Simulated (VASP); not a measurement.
# Ge (Cmmm) in VASP: further runs

The runs below take Ge through single point, relaxation of cell and atoms, with PBE.

All numbers are computed with VASP 6.6.1; they aren't measurements. Logs are shortened: lines on timing, memory, paths and dates and some standing lists are left out, and cuts for length are marked.

## (1) The cell of the first run

Symmetry: Cmmm, No. 65, orthorhombic system. Conventional cell: a = 5.160 Å, b = 11.005 Å, c = 3.667 Å, α = 90.00°, β = 90.00°, γ = 90.00°. Ge (site symmetry m) has 9 Ge at 2.19 to 3.38 Å within 3.4 Å. Within 3.2 Å of Ge (site symmetry 2/m) lie 6 Ge at 2.40 to 2.58 Å.

The cell was generated, and may not be a known phase.

## (2) Single point, PBE

INCAR reads:

```
SYSTEM = Ge
  PREC = Accurate
  ENCUT = 520
  EDIFF = 1E-7
  ISMEAR = 0
  SIGMA = 0.1
  LREAL = .FALSE.
  LASPH = .TRUE.
  NELM = 60
  ALGO = Normal
  ISIF = 2
  LWAVE = .FALSE.
  LCHARG = .FALSE.
  GGA = PE
  NBANDS = 51
```

KPOINTS reads:

```
regular mesh
0
G
  4 4 6
  0 0 0
```

POSCAR reads:

```
Ge
1.0
    2.5800533700     -5.5027186700      0.0000000000
    2.5800533700      5.5027186700      0.0000000000
    0.0000000000      0.0000000000      3.6670939700
Ge
6
Direct
    0.1019200500      0.3216338200      0.5000000000
    0.8980799500      0.6783661800      0.5000000000
    0.3216338200      0.1019200500      0.5000000000
    0.6783661800      0.8980799500      0.5000000000
    0.0000000000      0.5000000000      0.0000000000
    0.5000000000      0.0000000000      0.0000000000
```

Potentials or basis: VASP PAW PBE potentials, release 64 (Ge_d).

Launch:

```console
> cat potpaw_PBE.64/Ge_d/POTCAR > POTCAR
> mpirun -np 1 vasp_std > vasp.out
```

OUTCAR:

```text
SYSTEM = Ge
   PREC = Accurate
   ENCUT = 520
   EDIFF = 1E-7
   ISMEAR = 0
   LREAL = .FALSE.
   LASPH = .TRUE.
   NELM = 60
   ISIF = 2
   GGA = PE

 ion  position               nearest neighbor table
   1  0.102  0.322  0.500-   4 2.19   5 2.40   5 2.40   3 2.42
   2  0.898  0.678  0.500-   3 2.19   5 2.40   5 2.40   4 2.42
   3  0.322  0.102  0.500-   2 2.19   6 2.40   6 2.40   1 2.42
   4  0.678  0.898  0.500-   1 2.19   6 2.40   6 2.40   2 2.42
   5  0.000  0.500  0.000-   1 2.40   2 2.40   1 2.40   2 2.40   6 2.58   6 2.58
   6  0.500  0.000  0.000-   3 2.40   4 2.40   3 2.40   4 2.40   5 2.58   5 2.58

  LATTYP: Found a base centered orthorhombic cell.
 ALAT       =     5.1601067400
 B/A-ratio  =     2.1327925748
 C/A-ratio  =     0.7106624252

  Lattice vectors:

 A1 = (   2.5800533700,  -5.5027186700,   0.0000000000)
 A2 = (   2.5800533700,   5.5027186700,   0.0000000000)
 A3 = (   0.0000000000,   0.0000000000,   3.6670939700)

Analysis of symmetry for initial positions (statically):
=====================================================================
 Subroutine PRICEL returns:
 Original cell was already a primitive cell.

 Routine SETGRP: Setting up the symmetry group for a
 base centered orthorhombic supercell.

 Subroutine GETGRP returns: Found  8 space group operations
 (whereof  8 operations were pure point group operations)
 out of a pool of  8 trial point group operations.

The static configuration has the point symmetry D_2h.

Analysis of symmetry for dynamics (positions and initial velocities):
=====================================================================
 Subroutine PRICEL returns:
 Original cell was already a primitive cell.

 Routine SETGRP: Setting up the symmetry group for a
 base centered orthorhombic supercell.

 Subroutine GETGRP returns: Found  8 space group operations
 (whereof  8 operations were pure point group operations)
 out of a pool of  8 trial point group operations.

The dynamic configuration has the point symmetry D_2h.

 Subroutine INISYM returns: Found  8 space group operations
 (whereof  8 operations are pure point group operations),
 and found     1 'primitive' translations

----------------------------------------------------------------------------------------

                                     Primitive cell

  volume of cell :     104.1257

  direct lattice vectors                    reciprocal lattice vectors
     2.580053370 -5.502718670  0.000000000     0.193794441 -0.090864176  0.000000000
     2.580053370  5.502718670  0.000000000     0.193794441  0.090864176  0.000000000
     0.000000000  0.000000000  3.667093970     0.000000000  0.000000000  0.272695494

  length of vectors
     6.077547873  6.077547873  3.667093970     0.214038744  0.214038744  0.272695494

  position of ions in fractional coordinates (direct lattice)
     0.101920050  0.321633820  0.500000000
     0.898079950  0.678366180  0.500000000
     0.321633820  0.101920050  0.500000000
     0.678366180  0.898079950  0.500000000
     0.000000000  0.500000000  0.000000000
     0.500000000  0.000000000  0.000000000

  ion indices of the primitive-cell ions
   primitive index   ion index
                 1           1
                 2           2
                 3           3
                 4           4
                 5           5
                 6           6

----------------------------------------------------------------------------------------

 KPOINTS: regular mesh

Automatic generation of k-mesh.
 Grid dimensions read from file:
 generate k-points for:    4    4    6

 Generating k-lattice:

  Cartesian coordinates                     Fractional coordinates (reciprocal lattice)
     0.048448610 -0.022716044  0.000000000     0.250000000  0.000000000  0.000000000
     0.048448610  0.022716044  0.000000000     0.000000000  0.250000000  0.000000000
     0.000000000  0.000000000  0.045449249     0.000000000  0.000000000  0.166666667

  Length of vectors
     0.053509686  0.053509686  0.045449249

  Shift w.r.t. Gamma in fractional coordinates (k-lattice)
     0.000000000  0.000000000  0.000000000

 Subroutine IBZKPT returns following result:
 ===========================================

 Found     28 irreducible k-points:

 Following reciprocal coordinates:
            Coordinates               Weight
  0.000000  0.000000  0.000000      1.000000
  0.250000 -0.000000  0.000000      4.000000
  0.500000 -0.000000  0.000000      2.000000
  0.250000  0.250000  0.000000      2.000000
  0.500000  0.250000  0.000000      4.000000
 -0.250000  0.250000  0.000000      2.000000
[... 16 lines left out ...]
  0.250000 -0.000000  0.500000      4.000000
  0.500000 -0.000000  0.500000      2.000000
 [... further k-points ...]
   k-points           NKPTS =     28   k-points in BZ     NKDIM =     28   number of bands    NBANDS=     51
   number of dos      NEDOS =    301   number of ions     NIONS =      6
   total plane-waves  NPLWV =  64512
   dimension x,y,z NGX =    48 NGY =   48 NGZ =   28
   dimension x,y,z NGXF=    96 NGYF=   96 NGZF=   56
   ions per type =               6
   NGX,Y,Z   is equivalent  to a cutoff of  13.13, 13.13, 12.69 a.u.
   NGXF,Y,Z  is equivalent  to a cutoff of  26.26, 26.26, 25.39 a.u.
 SYSTEM =  Ge
   PREC   = accura    normal or accurate (medium, high low for compatibility)
   ISTART =      0    job   : 0-new  1-cont  2-samecut
   ICHARG =      2    charge: 1-file 2-atom 10-const
   ISPIN  =      1    spin polarized calculation?
   LNONCOLLINEAR =      F non collinear calculations
   LSORBIT =      F    spin-orbit coupling
   LASPH  =      T    aspherical Exc in radial PAW
   ENCUT  =  520.0 eV  38.22 Ry    6.18 a.u.  11.30 11.30  6.82*2*pi/ulx,y,z
   NELM   =     60;   NELMIN=  2; NELMDL= -5     # of ELM steps
   EDIFF  = 0.1E-06   stopping-criterion for ELM
   LREAL  =      F    real-space projection
   EDIFFG = 0.1E-05   stopping-criterion for IOM
   NSW    =      0    number of steps for IOM
   IBRION =     -1    ionic relax: 0-MD 1-quasi-New 2-CG
   NFREE  =      0    steps in history (QN), initial steepest desc. (CG)
   ISIF   =      2    stress and relaxation
   ISYM   =      2    0-nonsym 1-usesym 2-fastsym
   POTIM  = 0.5000    time-step for ionic-motion
   TEBEG  =    0.0;   TEEND  =   0.0 temperature during run
   PSTRESS=    0.0 pullay stress
   NELECT =      84.0000    total number of electrons
   NUPDOWN=      -1.0000    fix difference up-down
   EMIN   =  10.00;   EMAX   =-10.00  energy-range for DOS
   EFERMI =   0.00;   METHOD = LEGACY
   ISMEAR =     0;   SIGMA  =   0.10  broadening in eV -4-tet -1-fermi 0-gaus
   EFERMI_NEDOS =   21; number of points for ismear=-14 and -15
   IALGO  =     38    algorithm
   IMIX   =      4    mixing-type and parameters
     AMIX     =   0.40;   BMIX     =  1.00
     AMIX_MAG =   1.60;   BMIX_MAG =  1.00
  volume/ion in A,a.u.               =      17.35       117.11
  Fermi-wavevector in a.u.,A,eV,Ry     =   1.523989  2.879922 31.600121  2.322543
  Thomas-Fermi vector in A             =   2.632357
   LORBIT       =      0    0 simple, 1 ext, 2 COOP (PROOUT), +10 PAW based schemes
   GGA     = PE    functional components
   LHFCALC =     F    Hartree Fock is set to
   AEXX    =    0.0000 exact exchange contribution
   IVDW    =     0    specifies the selected vdW correction
   LEPSILON=     F    determine dielectric tensor
   LRPA    =     F    only Hartree local field effects (RPA)
 non-spin polarized calculation
 Gauss-broadening in eV      SIGMA  =   0.10
  energy-cutoff  :      520.00
  volume of cell :      104.13
 maximum number of plane-waves:      2838
 NGX is ok and might be reduce to    48
   NGX = 23   NGY = 23   NGZ = 13

 number of electron      84.0000080 magnetization

 Free energy of the ion-electron system (eV)
  ---------------------------------------------------
  ext. energy  EPLUGINS =         0.00000000
  ---------------------------------------------------
  free energy    TOTEN  =       -22.09482191 eV

  energy without entropy =      -22.07666228  energy(sigma->0) =      -22.08574209

 E-fermi :   7.3763     XC(G=0): -11.3933

 val. band max:        7.3563112899   @ k =   0.2500  -0.0000   0.0000
 cond. band min:       7.3857910703   @ k =   0.2500  -0.0000   0.1667
 fundamental gap:      0.0294797804
 Fermi energy:         7.3763110470

 k-point     1 :       0.0000    0.0000    0.0000
  band No.  band energies     occupation
      1     -17.7100      2.00000
      2     -17.6015      2.00000
      3     -17.5767      2.00000
      4     -17.5663      2.00000
      5     -17.5225      2.00000
      6     -17.4850      2.00000
[... 43 lines left out ...]
     50      13.0594      0.00000
     51      14.4296      0.00000

 k-point     2 :       0.2500   -0.0000    0.0000
  band No.  band energies     occupation
      1     -17.6818      2.00000
      2     -17.5887      2.00000
      3     -17.5783      2.00000
      4     -17.5701      2.00000
      5     -17.5079      2.00000
      6     -17.4684      2.00000
[... 43 lines left out ...]
     50      12.7130      0.00000
     51      13.5805      0.00000

 k-point     3 :       0.5000   -0.0000    0.0000
  band No.  band energies     occupation
      1     -17.6455      2.00000
      2     -17.5812      2.00000
      3     -17.5802      2.00000
      4     -17.5721      2.00000
      5     -17.4842      2.00000
      6     -17.4666      2.00000
[... 43 lines left out ...]
     50      13.0334      0.00000
     51      13.9912      0.00000
[... 1027 lines left out ...]
 k-point    23 :       0.2500   -0.0000    0.5000
  band No.  band energies     occupation
      1     -17.6615      2.00000
      2     -17.6213      2.00000
      3     -17.5402      2.00000
      4     -17.4759      2.00000
      5     -17.4488      2.00000
      6     -17.4313      2.00000
[... 43 lines left out ...]
     50      13.6781      0.00000
     51      14.9051      0.00000

 k-point    24 :       0.5000   -0.0000    0.5000
  band No.  band energies     occupation
      1     -17.6469      2.00000
      2     -17.5931      2.00000
      3     -17.4921      2.00000
      4     -17.4793      2.00000
      5     -17.4746      2.00000
      6     -17.4378      2.00000
[... 43 lines left out ...]
     50      13.1064      0.00000
     51      14.6792      0.00000

 [... further k-points ...]
[... 5 lines left out ...]
  --------------------------------------------------------------------------------------
  -------------------------------------------------------------------------------------
  Total       26.2984331     17.4513292     17.1837063      0.0000000      0.0000000      0.0000000
  in kB      404.6526812    268.5227341    264.4048336      0.0000000      0.0000000      0.0000000
  external PRESSURE =     312.5267496 kB  Pullay stress =       0.0000000 kB

 VOLUME and BASIS-vectors are now :
 -----------------------------------------------------------------------------
  energy-cutoff  :      520.00
  volume of cell :      104.13
      direct lattice vectors                 reciprocal lattice vectors
     2.580053370 -5.502718670  0.000000000     0.193794441 -0.090864176  0.000000000
     2.580053370  5.502718670  0.000000000     0.193794441  0.090864176  0.000000000
     0.000000000  0.000000000  3.667093970     0.000000000  0.000000000  0.272695494

 POSITION                                       TOTAL-FORCE (eV/Angst)
 -----------------------------------------------------------------------------------
      1.09279      1.20902      1.83355         3.903478     -1.074180     -0.000000
      4.06732     -1.20902      1.83355        -3.903478      1.074180      0.000000
      1.09279     -1.20902      1.83355         3.903478      1.074180      0.000000
      4.06732      1.20902      1.83355        -3.903478     -1.074180      0.000000
      1.29003      2.75136      0.00000        -0.000000     -0.000000      0.000000
      1.29003     -2.75136      0.00000         0.000000     -0.000000      0.000000
 -----------------------------------------------------------------------------------
    total drift:                                0.000000      0.000000      0.000000

  FREE ENERGIE OF THE ION-ELECTRON SYSTEM (eV)
  ---------------------------------------------------
  free  energy   TOTEN  =       -22.0948219092 eV

  energy  without entropy=      -22.0766622805  energy(sigma->0) =      -22.08574209
```

Run time: 1.9 min. Hardware: 1 thread of Intel Xeon Platinum 8488C (Sapphire Rapids), shared host; peak memory 0.28 GiB.

What came out:

| Property | Result |
| --- | --- |
| Free energy | -22.0948 eV |
| Pressure | 31.3 GPa |
| Largest force | 4.049 eV/Å |
| Band gap on the k mesh | zero (bands 42 and 43 overlap by 2.57 eV) |

Forces in eV/Å, atoms in the order of the input:
```
Ge   3.903 -1.074  0.000
Ge  -3.903  1.074  0.000
Ge   3.903  1.074  0.000
Ge  -3.903 -1.074  0.000
Ge   0.000  0.000  0.000
Ge   0.000  0.000  0.000
```

Levels at points of the mesh, in eV from the Fermi level:
```csv
k point,band 40,band 41,band 42,band 43,band 44,band 45
"(0.00, 0.00, 0.00)",0.10,0.18,0.22,1.02,1.79,2.83
"(0.50, 0.00, 0.00)",-0.74,-0.60,-0.33,1.41,1.67,1.86
"(0.50, 0.50, 0.00)",-1.81,-1.23,-0.86,-0.21,0.96,2.56
"(0.00, 0.00, 0.50)",-3.69,-2.95,-2.52,-1.98,2.45,3.08
"(0.50, 0.00, 0.50)",-2.97,0.11,0.59,0.94,1.82,2.29
"(0.50, 0.50, 0.50)",-2.78,-2.62,-1.69,-1.50,0.27,1.94
```

Caveat: the stress differs along the axes, from 26 to 40 GPa; forces of over 1 eV/Å act on the atoms, so gaps and moduli don't describe the material at rest.

## (3) Relaxation of cell and atoms, PBE

INCAR reads:

```
PREC = Accurate
ENCUT = 600
EDIFF = 1E-6
ISMEAR = 0
SIGMA = 0.1
LREAL = F
LASPH = T
NELM = 80
ALGO = Normal
ISIF = 3
LWAVE = F
LCHARG = F
GGA = PE
IBRION = 2
NSW = 90
EDIFFG = -0.04
```

KPOINTS reads:

```
regular mesh
0
Gamma
  4 4 6
```

POSCAR is that of step 2.

Potentials or basis: VASP PAW PBE potentials, release 64 (Ge_d).

Launch:

```console
> cat potpaw_PBE.64/Ge_d/POTCAR > POTCAR
> mpirun -np 1 vasp_std > vasp.out
```

Wall time 49 min (1 thread of Intel Xeon Platinum 8488C (Sapphire Rapids), shared host); peak memory 0.33 GiB.

The run converged. Its results:

- Free energy: -25.2910 eV
- Relaxed volume: 21.67 Å³/atom
- Relaxed cell: a = 6.953 Å, b = 6.953 Å, c = 3.825 Å, α = 90.00°, β = 90.00°, γ = 135.31°
- Space group after relaxing (to 0.1 Å): Pmmm (No. 47)
- Energy gained by relaxing: 532.6 meV/atom
- Ionic steps: 34
- Pressure after relaxing: 0.0 GPa
- Largest force after relaxing: 0.008 eV/Å
- Band gap on the k mesh: zero (bands 42 and 43 overlap by 2.53 eV)

Forces in eV/Å, atoms in the order of the input:
```
Ge  -0.008 -0.002  0.000
Ge   0.008  0.002  0.000
Ge  -0.008  0.002  0.000
Ge   0.008 -0.002  0.000
Ge   0.000  0.000  0.000
Ge   0.000  0.000  0.000
```

Stress tensor (GPa, compression positive):
```
-0.21  0.00  0.00
 0.00  0.20  0.00
 0.00  0.00 -0.01
```

The path:
| step | energy change (eV) | largest force (eV/Å) | pressure (GPa) | volume (Å³) |
| --- | --- | --- | --- | --- |
| 1 | 0.0000 | 4.0466 | 31.29 | 104.13 |
| 2 | -2.1748 | 0.5283 | -7.18 | 163.81 |
| 3 | -3.0172 | 0.2078 | 0.32 | 134.71 |
| 4 | -3.0444 | 0.1445 | -0.36 | 135.71 |
| 5 | -3.0458 | 0.1553 | -0.76 | 136.03 |
| 6 | -3.0565 | 0.1932 | -0.08 | 134.27 |
| 7 | -3.0610 | 0.2684 | 0.74 | 132.21 |
| 8 | -3.0666 | 0.2828 | 0.86 | 131.85 |
| 9 | -3.0792 | 0.3177 | 1.23 | 130.78 |
| 10 | -3.0612 | 0.4623 | 2.02 | 128.60 |
| 11 | -3.0802 | 0.3346 | 1.27 | 130.28 |
| 12 | -3.0965 | 0.2808 | 0.78 | 131.18 |
| 13 | -3.1098 | 0.2015 | -0.16 | 132.96 |
| 14 | -3.1100 | 0.1904 | -0.39 | 133.28 |
| 15 | -3.1149 | 0.1334 | -0.24 | 132.86 |
| 16 | -3.1181 | 0.0759 | -0.08 | 132.37 |
| 17 | -3.1158 | 0.1271 | 0.23 | 131.39 |
| 18 | -3.1186 | 0.0651 | 0.05 | 132.08 |
| 19 | -3.1209 | 0.0556 | 0.00 | 132.05 |
| 20 | -3.1305 | 0.0321 | -0.04 | 131.97 |
| 21 | -3.1575 | 0.1177 | -0.21 | 131.78 |
| 22 | -3.1437 | 0.4111 | -0.15 | 131.26 |
| 23 | -3.1721 | 0.1718 | -0.24 | 131.64 |
| 24 | -3.1647 | 0.3171 | -0.17 | 131.39 |
| 25 | -3.1755 | 0.2073 | -0.20 | 131.56 |
| 26 | -3.1755 | 0.2169 | -0.22 | 131.54 |
| 27 | -3.1762 | 0.2230 | -0.22 | 131.49 |
| 28 | -3.1764 | 0.2273 | -0.21 | 131.46 |
| 29 | -3.1778 | 0.2177 | -0.20 | 131.40 |
| 30 | -3.1816 | 0.1933 | -0.22 | 131.25 |
| 31 | -3.1878 | 0.1422 | -0.09 | 130.93 |
| 32 | -3.1945 | 0.0412 | -0.01 | 130.28 |
| 33 | -3.1950 | 0.0079 | 0.06 | 130.04 |
| 34 | -3.1957 | 0.0081 | 0.00 | 130.04 |

Final structure:
```cif
data_structure
_symmetry_space_group_name_H-M 'P 1'
_symmetry_Int_Tables_number 1
_cell_length_a 6.9530
_cell_length_b 6.9530
_cell_length_c 3.8250
_cell_angle_alpha 90.000
_cell_angle_beta 90.000
_cell_angle_gamma 135.312
_cell_volume 130.04
loop_
_atom_site_label
_atom_site_type_symbol
_atom_site_fract_x
_atom_site_fract_y
_atom_site_fract_z
_atom_site_occupancy
Ge1 Ge 0.14830 0.35196 0.50000 1
Ge2 Ge 0.85170 0.64804 0.50000 1
Ge3 Ge 0.35196 0.14830 0.50000 1
Ge4 Ge 0.64804 0.85170 0.50000 1
Ge5 Ge 0.00000 0.50000 0.00000 1
Ge6 Ge 0.50000 0.00000 0.00000 1
```

Levels at points of the mesh, in eV from the Fermi level:
| k point | band 38 | band 39 | band 40 | band 41 | band 42 | band 43 | band 44 | band 45 | band 46 | band 47 |
| --- | --- | --- | --- | --- | --- | --- | --- | --- | --- | --- |
| (0.00, 0.00, 0.00) | -2.12 | -1.02 | -0.96 | -0.48 | -0.35 | 0.49 | 1.19 | 1.45 | 2.90 | 3.07 |
| (0.50, 0.00, 0.00) | -1.12 | -0.76 | -0.76 | 0.25 | 0.25 | 1.55 | 1.55 | 1.59 | 1.59 | 2.93 |
| (0.50, 0.50, 0.00) | -3.70 | -2.63 | -1.91 | -1.73 | -0.23 | 1.08 | 1.75 | 2.43 | 3.28 | 4.38 |
| (0.00, 0.00, 0.50) | -4.24 | -3.61 | -3.17 | -2.58 | -2.21 | -1.57 | 1.27 | 2.28 | 3.41 | 3.79 |
| (0.50, 0.00, 0.50) | -3.49 | -2.96 | -2.96 | 0.05 | 0.05 | 1.48 | 1.49 | 2.36 | 2.37 | 2.54 |
| (0.50, 0.50, 0.50) | -3.85 | -3.19 | -2.01 | -1.99 | -1.93 | -1.81 | -0.87 | 0.44 | 1.76 | 1.81 |

Caveat: the volume moved by over 15 % at a fixed basis, so the end points are rough.

The gap in the log of VASP goes by the Fermi energy; the results here count the filled bands.